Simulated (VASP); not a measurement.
# Re2W (P6_3/mmc) in VASP: single point with PBE

Aim: the single point of Re2W with PBE.

Everything below comes from runs of VASP 6.6.1. Logs are shortened: lines on timing, memory, paths and dates and some standing lists are left out, and cuts for length are marked.

## (1) The cell of the first run

The structure is hexagonal, space group P6_3/mmc (No. 194). The conventional cell has a = 5.135 Å, b = 5.135 Å, c = 8.381 Å, α = 90.00°, β = 90.00°, γ = 120.00°. Re (site symmetry -3m) has 6 Re at 2.60 Å and 6 W at 3.02 Å within 3.4 Å. Re (site symmetry mm2) has 6 Re at 2.48 to 2.66 Å and 6 W at 2.99 to 3.02 Å within 3.3 Å. W (site symmetry 3m) has 12 Re at 2.99 to 3.02 Å and 4 W at 3.07 to 3.17 Å within 3.9 Å.

## (2) Single point, PBE

Contents of INCAR:

```
SYSTEM = Re2W
PREC = Accurate
ENCUT = 520
EDIFF = 1E-6
ISMEAR = 0
SIGMA = 0.1
LREAL = .False.
LASPH = .True.
NELM = 80
ALGO = Fast
ISIF = 2
LWAVE = .False.
LCHARG = .False.
GGA = PE
NBANDS = 68
```

Contents of KPOINTS:

```
regular mesh
0
Gamma
  6 6 2
  0 0 0
```

Contents of POSCAR:

```
Re2W
1.0
    5.1352901750      0.0000000000      0.0000000000
   -2.5676450875      4.4472917474      0.0000000000
    0.0000000000      0.0000000000      8.3814360000
Re W
8 4
Direct
    0.0000000000      0.0000000000      0.0000000000
    0.0000000000      0.0000000000      0.5000000000
    0.1723950000      0.3447900000      0.7500000000
    0.6552100000      0.8276050000      0.7500000000
    0.1723950000      0.8276050000      0.7500000000
    0.8276050000      0.6552100000      0.2500000000
    0.3447900000      0.1723950000      0.2500000000
    0.8276050000      0.1723950000      0.2500000000
    0.6666666700      0.3333333300      0.9333510000
    0.3333333300      0.6666666700      0.0666490000
    0.3333333300      0.6666666700      0.4333510000
    0.6666666700      0.3333333300      0.5666490000
```

Potentials or basis: VASP PAW PBE potentials, release 64 (Re, W_sv).

Started as:

```console
$ cat potpaw_PBE.64/Re/POTCAR potpaw_PBE.64/W_sv/POTCAR > POTCAR
$ mpirun -np 1 vasp_std > vasp.out
```

OUTCAR:

```text
SYSTEM = Re2W
   PREC = Accurate
   ENCUT = 520
   EDIFF = 1E-6
   ISMEAR = 0
   LREAL = .False.
   LASPH = .True.
   NELM = 80
   ISIF = 2
   GGA = PE

 ion  position               nearest neighbor table
   1  0.000  0.000  0.000-   4 2.60   5 2.60   7 2.60   8 2.60   3 2.60   6 2.60   9 3.02  10 3.02
                             9 3.02  10 3.02   9 3.02  10 3.02
   2  0.000  0.000  0.500-   4 2.60   5 2.60   7 2.60   8 2.60   3 2.60   6 2.60  11 3.02  12 3.02
                            12 3.02  11 3.02  12 3.02  11 3.02
   3  0.172  0.345  0.750-   4 2.48   5 2.48   1 2.60   2 2.60   5 2.66   4 2.66  12 2.99   9 2.99
                             9 2.99  12 2.99  11 3.02  10 3.02
   4  0.655  0.828  0.750-   5 2.48   3 2.48   1 2.60   2 2.60   5 2.66   3 2.66   9 2.99  12 2.99
                             9 2.99  12 2.99  11 3.02  10 3.02
   5  0.172  0.828  0.750-   4 2.48   3 2.48   1 2.60   2 2.60   4 2.66   3 2.66   9 2.99  12 2.99
                            12 2.99   9 2.99  11 3.02  10 3.02
   6  0.828  0.655  0.250-   7 2.48   8 2.48   1 2.60   2 2.60   7 2.66   8 2.66  11 2.99  10 2.99
                            10 2.99  11 2.99   9 3.02  12 3.02
   7  0.345  0.172  0.250-   8 2.48   6 2.48   1 2.60   2 2.60   8 2.66   6 2.66  10 2.99  11 2.99
                            10 2.99  11 2.99   9 3.02  12 3.02
   8  0.828  0.172  0.250-   7 2.48   6 2.48   1 2.60   2 2.60   7 2.66   6 2.66  11 2.99  10 2.99
                            10 2.99  11 2.99  12 3.02   9 3.02
   9  0.667  0.333  0.933-   3 2.99   4 2.99   5 2.99   5 2.99   3 2.99   4 2.99   8 3.02   7 3.02
                             6 3.02   1 3.02   1 3.02   1 3.02  12 3.07  10 3.17  10 3.17  10 3.17
  10  0.333  0.667  0.067-   6 2.99   7 2.99   8 2.99   8 2.99   6 2.99   7 2.99   5 3.02   4 3.02
                             3 3.02   1 3.02   1 3.02   1 3.02  11 3.07   9 3.17   9 3.17   9 3.17
  11  0.333  0.667  0.433-   6 2.99   7 2.99   8 2.99   8 2.99   6 2.99   7 2.99   5 3.02   4 3.02
                             3 3.02   2 3.02   2 3.02   2 3.02  10 3.07  12 3.17  12 3.17  12 3.17
  12  0.667  0.333  0.567-   3 2.99   4 2.99   5 2.99   5 2.99   3 2.99   4 2.99   8 3.02   7 3.02
                             6 3.02   2 3.02   2 3.02   2 3.02   9 3.07  11 3.17  11 3.17  11 3.17

  LATTYP: Found a hexagonal cell.
 ALAT       =     5.1352901750
 C/A-ratio  =     1.6321251019

  Lattice vectors:

 A1 = (   5.1352901750,   0.0000000000,   0.0000000000)
 A2 = (  -2.5676450875,   4.4472917474,   0.0000000000)
 A3 = (   0.0000000000,   0.0000000000,   8.3814360000)

Analysis of symmetry for initial positions (statically):
=====================================================================
 Subroutine PRICEL returns:
 Original cell was already a primitive cell.

 Routine SETGRP: Setting up the symmetry group for a
 hexagonal supercell.

 Subroutine GETGRP returns: Found 24 space group operations
 (whereof 12 operations were pure point group operations)
 out of a pool of 24 trial point group operations.

The static configuration has the point symmetry D_3d.
 The point group associated with its full space group is D_6h.

Analysis of symmetry for dynamics (positions and initial velocities):
=====================================================================
 Subroutine PRICEL returns:
 Original cell was already a primitive cell.

 Routine SETGRP: Setting up the symmetry group for a
 hexagonal supercell.

 Subroutine GETGRP returns: Found 24 space group operations
 (whereof 12 operations were pure point group operations)
 out of a pool of 24 trial point group operations.

The dynamic configuration has the point symmetry D_3d.
 The point group associated with its full space group is D_6h.

 Subroutine INISYM returns: Found 24 space group operations
 (whereof 12 operations are pure point group operations),
 and found     1 'primitive' translations

----------------------------------------------------------------------------------------

                                     Primitive cell

  volume of cell :     191.4164

  direct lattice vectors                    reciprocal lattice vectors
     5.135290175  0.000000000  0.000000000     0.194730963  0.112427974  0.000000000
    -2.567645087  4.447291747  0.000000000     0.000000000  0.224855948  0.000000000
     0.000000000  0.000000000  8.381436000     0.000000000  0.000000000  0.119311297

  length of vectors
     5.135290175  5.135290175  8.381436000     0.224855948  0.224855948  0.119311297

  position of ions in fractional coordinates (direct lattice)
     0.000000000  0.000000000  0.000000000
     0.000000000  0.000000000  0.500000000
     0.172395000  0.344790000  0.750000000
[... 48 lines left out ...]

 Found     14 irreducible k-points:

 Following reciprocal coordinates:
            Coordinates               Weight
  0.000000  0.000000  0.000000      1.000000
  0.166667 -0.000000  0.000000      6.000000
  0.333333  0.000000  0.000000      6.000000
  0.500000  0.000000  0.000000      3.000000
  0.166667  0.166667  0.000000      6.000000
  0.333333  0.166667  0.000000     12.000000
  0.333333  0.333333  0.000000      2.000000
  0.000000  0.000000  0.500000      1.000000
  0.166667 -0.000000  0.500000      6.000000
  0.333333  0.000000  0.500000      6.000000
  0.500000  0.000000  0.500000      3.000000
  0.166667  0.166667  0.500000      6.000000
  0.333333  0.166667  0.500000     12.000000
  0.333333  0.333333  0.500000      2.000000
   k-points           NKPTS =     14   k-points in BZ     NKDIM =     14   number of bands    NBANDS=     68
   number of dos      NEDOS =    301   number of ions     NIONS =     12
   total plane-waves  NPLWV = 102400
   dimension x,y,z NGX =    40 NGY =   40 NGZ =   64
   dimension x,y,z NGXF=    80 NGYF=   80 NGZF=  128
   ions per type =               8   4
   NGX,Y,Z   is equivalent  to a cutoff of  12.95, 12.95, 12.69 a.u.
   NGXF,Y,Z  is equivalent  to a cutoff of  25.90, 25.90, 25.39 a.u.
 SYSTEM =  Re2W
   PREC   = accura    normal or accurate (medium, high low for compatibility)
   ISTART =      0    job   : 0-new  1-cont  2-samecut
   ICHARG =      2    charge: 1-file 2-atom 10-const
   ISPIN  =      1    spin polarized calculation?
   LNONCOLLINEAR =      F non collinear calculations
   LSORBIT =      F    spin-orbit coupling
   LASPH  =      T    aspherical Exc in radial PAW
   ENCUT  =  520.0 eV  38.22 Ry    6.18 a.u.   9.55  9.55 15.58*2*pi/ulx,y,z
   NELM   =     80;   NELMIN=  2; NELMDL= -5     # of ELM steps
   EDIFF  = 0.1E-05   stopping-criterion for ELM
   LREAL  =      F    real-space projection
   EDIFFG = 0.1E-04   stopping-criterion for IOM
   NSW    =      0    number of steps for IOM
   IBRION =     -1    ionic relax: 0-MD 1-quasi-New 2-CG
   NFREE  =      0    steps in history (QN), initial steepest desc. (CG)
   ISIF   =      2    stress and relaxation
   ISYM   =      2    0-nonsym 1-usesym 2-fastsym
   POTIM  = 0.5000    time-step for ionic-motion
   TEBEG  =    0.0;   TEEND  =   0.0 temperature during run
   PSTRESS=    0.0 pullay stress
   NELECT =     112.0000    total number of electrons
   NUPDOWN=      -1.0000    fix difference up-down
   EMIN   =  10.00;   EMAX   =-10.00  energy-range for DOS
   EFERMI =   0.00;   METHOD = LEGACY
   ISMEAR =     0;   SIGMA  =   0.10  broadening in eV -4-tet -1-fermi 0-gaus
   EFERMI_NEDOS =   21; number of points for ismear=-14 and -15
   IALGO  =     68    algorithm
   IMIX   =      4    mixing-type and parameters
     AMIX     =   0.40;   BMIX     =  1.00
     AMIX_MAG =   1.60;   BMIX_MAG =  1.00
  volume/ion in A,a.u.               =      15.95       107.65
  Fermi-wavevector in a.u.,A,eV,Ry     =   1.369266  2.587538 25.509419  1.874889
  Thomas-Fermi vector in A             =   2.495157
   LORBIT       =      0    0 simple, 1 ext, 2 COOP (PROOUT), +10 PAW based schemes
   GGA     = PE    functional components
   LHFCALC =     F    Hartree Fock is set to
   AEXX    =    0.0000 exact exchange contribution
   IVDW    =     0    specifies the selected vdW correction
   LEPSILON=     F    determine dielectric tensor
   LRPA    =     F    only Hartree local field effects (RPA)
 non-spin polarized calculation
 RMM-DIIS sequential band-by-band and
 Gauss-broadening in eV      SIGMA  =   0.10
  energy-cutoff  :      520.00
  volume of cell :      191.42
 maximum number of plane-waves:      5215
 NGX is ok and might be reduce to    40
   NGX = 19   NGY = 19   NGZ = 31

 number of electron     111.9999996 magnetization

 Free energy of the ion-electron system (eV)
  ---------------------------------------------------
  ext. energy  EPLUGINS =         0.00000000
  ---------------------------------------------------
  free energy    TOTEN  =      -149.01744533 eV

  energy without entropy =     -148.97213986  energy(sigma->0) =     -148.99479259

 E-fermi :   8.5822     XC(G=0): -13.3572

 val. band max:        8.5797907377   @ k =   0.3333   0.1667   0.0000
 cond. band min:       8.6482141555   @ k =   0.3333   0.3333   0.5000
 fundamental gap:      0.0684234178
 Fermi energy:         8.5822105250

 k-point     1 :       0.0000    0.0000    0.0000
  band No.  band energies     occupation
      1     -65.6306      2.00000
      2     -65.6241      2.00000
      3     -65.6184      2.00000
      4     -65.6122      2.00000
      5     -29.8281      2.00000
      6     -29.8179      2.00000
[... 983 lines left out ...]
     67      11.0410      0.00000
     68      11.2534      0.00000

------------------------ aborting loop because EDIFF is reached ----------------------------------------

  FORCE on cell =-STRESS in cart. coord.  units (eV):
  Direction    XX          YY          ZZ          XY          YZ          ZX
  --------------------------------------------------------------------------------------
  -------------------------------------------------------------------------------------
  Total       -2.6196259     -2.6196259     -1.8662190      0.0000000     -0.0000000      0.0000000
  in kB      -21.9265757    -21.9265757    -15.6204714      0.0000000     -0.0000000      0.0000000
  external PRESSURE =     -19.8245409 kB  Pullay stress =       0.0000000 kB

 VOLUME and BASIS-vectors are now :
 -----------------------------------------------------------------------------
  energy-cutoff  :      520.00
  volume of cell :      191.42
      direct lattice vectors                 reciprocal lattice vectors
     5.135290175  0.000000000  0.000000000     0.194730963  0.112427974  0.000000000
    -2.567645087  4.447291747  0.000000000     0.000000000  0.224855948  0.000000000
     0.000000000  0.000000000  8.381436000     0.000000000  0.000000000  0.119311297

 POSITION                                       TOTAL-FORCE (eV/Angst)
 -----------------------------------------------------------------------------------
      0.00000      0.00000      0.00000        -0.000000      0.000000      0.000000
      0.00000      0.00000      4.19072        -0.000000      0.000000      0.000000
      0.00000      1.53338      6.28608        -0.000000      0.061891      0.000000
      1.23970      3.68060      6.28608        -0.053599     -0.030946      0.000000
     -1.23970      3.68060      6.28608         0.053599     -0.030946      0.000000
      2.56765      2.91391      2.09536        -0.000000     -0.061891      0.000000
      1.32795      0.76669      2.09536         0.053599      0.030946      0.000000
      3.80734      0.76669      2.09536        -0.053599      0.030946      0.000000
      2.56765      1.48243      7.82282        -0.000000      0.000000      0.018862
     -0.00000      2.96486      0.55861        -0.000000      0.000000     -0.018862
     -0.00000      2.96486      3.63210        -0.000000      0.000000      0.018862
      2.56765      1.48243      4.74933        -0.000000      0.000000     -0.018862
 -----------------------------------------------------------------------------------
    total drift:                                0.000019     -0.000011      0.000010

  FREE ENERGIE OF THE ION-ELECTRON SYSTEM (eV)
  ---------------------------------------------------
  free  energy   TOTEN  =      -149.0174453268 eV

  energy  without entropy=     -148.9721398552  energy(sigma->0) =     -148.99479259
```

It took 9.6 min on 1 thread of Intel Xeon 6975P-C (Granite Rapids), shared host; peak memory 0.4 GiB.

What came out:

```yaml
Free_energy: -149.0174 eV
Pressure: -2.0 GPa
Largest_force: 0.062 eV/Å
Band_gap_on_the_k_mesh: zero (bands 56 and 57 overlap by 0.40 eV)
```

Forces in eV/Å, atoms in the order of the input:
```
Re   0.000  0.000  0.000
Re   0.000  0.000  0.000
Re   0.000  0.062  0.000
Re  -0.054 -0.031  0.000
Re   0.054 -0.031  0.000
Re   0.000 -0.062  0.000
Re   0.054  0.031  0.000
Re  -0.054  0.031  0.000
W    0.000  0.000  0.019
W    0.000  0.000 -0.019
W    0.000  0.000  0.019
W    0.000  0.000 -0.019
```

Levels at points of the mesh, in eV from the Fermi level:
| k point | band 53 | band 54 | band 55 | band 56 | band 57 | band 58 | band 59 | band 60 |
| --- | --- | --- | --- | --- | --- | --- | --- | --- |
| (0.00, 0.00, 0.00) | -0.32 | -0.30 | -0.30 | -0.07 | -0.07 | 0.68 | 0.68 | 0.99 |
| (0.50, 0.00, 0.00) | -0.18 | -0.18 | -0.12 | -0.01 | 0.14 | 0.17 | 0.60 | 0.99 |
| (0.00, 0.00, 0.50) | -0.23 | -0.23 | -0.23 | -0.23 | 0.39 | 0.39 | 0.96 | 0.96 |
| (0.50, 0.00, 0.50) | -0.23 | -0.23 | -0.03 | -0.03 | 0.09 | 0.09 | 1.03 | 1.03 |

Caveat: the k points lie up to 0.37 Å⁻¹ apart; spin-orbit coupling is left out, which moves the levels of the heavy elements.
